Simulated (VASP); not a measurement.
Write the native input for VASP 6.6.1 that does the following.

- Task: single point
- Functional: r2SCAN
- Potentials or basis: VASP PAW PBE potentials, release 64 (Ga_d, P)
- Cutoff: 520 eV
- k mesh: 8 × 8 × 8
- Occupations: fermi-dirac, width 0.02 eV
- Spin: non-collinear spin, zero start, spin-orbit coupling
- Starting moments: [[0.0, 0.0, 0.0], [0.0, 0.0, 0.0]] μB
- Dipole correction: no
- Further INCAR settings: ALGO = Normal; EDIFF = 1e-07; NBANDS = 30

GaP:

```xyz
2
Lattice="0.0000 2.7799 2.6790 2.7799 0.0000 2.6790 2.7799 2.7799 0.0000" Properties=species:S:1:pos:R:3 pbc="T T T"
Ga    0.0000    0.0000    0.0000
P     1.3900    1.3900    1.3395
```

This cell differs from its parent crystal: epitaxial xy strain +2.0%.

These files were run (other wordings do the same):

POSCAR

```
GaP
1.0
    0.0000000000      2.7799072732      2.6790345664
    2.7799072732      0.0000000000      2.6790345664
    2.7799072732      2.7799072732      0.0000000000
Ga P
1 1
Direct
    0.0000000000      0.0000000000      0.0000000000
    0.2500000000      0.2500000000      0.2500000000
```

INCAR.step1

```
  PREC = Accurate
  ENCUT = 520
  ISMEAR = -1
  SIGMA = 0.02
  LREAL = False
  LASPH = True
  NELM = 150
  MAGMOM = 0 0 0 0 0 0
  LSORBIT = True
  GGA_COMPAT = False
  NBANDS = 30
  GGA = PE
  ALGO = Normal
  EDIFF = 1E-4
  LWAVE = True
  LCHARG = False
```

INCAR.step2

```
  PREC = Accurate
  ENCUT = 520
  EDIFF = 1E-7
  ISMEAR = -1
  SIGMA = 0.02
  LREAL = False
  LASPH = True
  NELM = 150
  ALGO = Normal
  ISIF = 2
  LWAVE = False
  LCHARG = False
  MAGMOM = 0 0 0 0 0 0
  LORBIT = 11
  LSORBIT = True
  GGA_COMPAT = False
  LORBMOM = True
  METAGGA = R2SCAN
  LMIXTAU = True
  NBANDS = 30
  ISTART = 1
```

KPOINTS

```
regular mesh
0
Gamma
  8 8 8
```

Potentials or basis: VASP PAW PBE potentials, release 64 (Ga_d, P).

The run is started by

```bash
$ cat potpaw_PBE.64/Ga_d/POTCAR potpaw_PBE.64/P/POTCAR > POTCAR
$ cp INCAR.step1 INCAR
$ mpirun -np 1 vasp_ncl > vasp.out
$ cp INCAR.step2 INCAR
$ mpirun -np 1 vasp_ncl > vasp.out
```

Results of the run:

```yaml
Pressure: -2.0 GPa
Net_moment: 0.00 μB per cell
Valence_electrons_inside_the_program's_atomic_spheres: Ga 11.66; P 2.54
```

Caveat: the cell differs from its parent crystal (epitaxial xy strain +2.0%); the PAW data sets were made with another functional, which shifts forces and pressure a little.

It took 26 min on 1 thread of Intel(R) Xeon(R) Platinum 8259CL CPU @ 2.50GHz (Skylake/Cascade Lake), with other jobs on the host, peak memory 0.42 GiB.
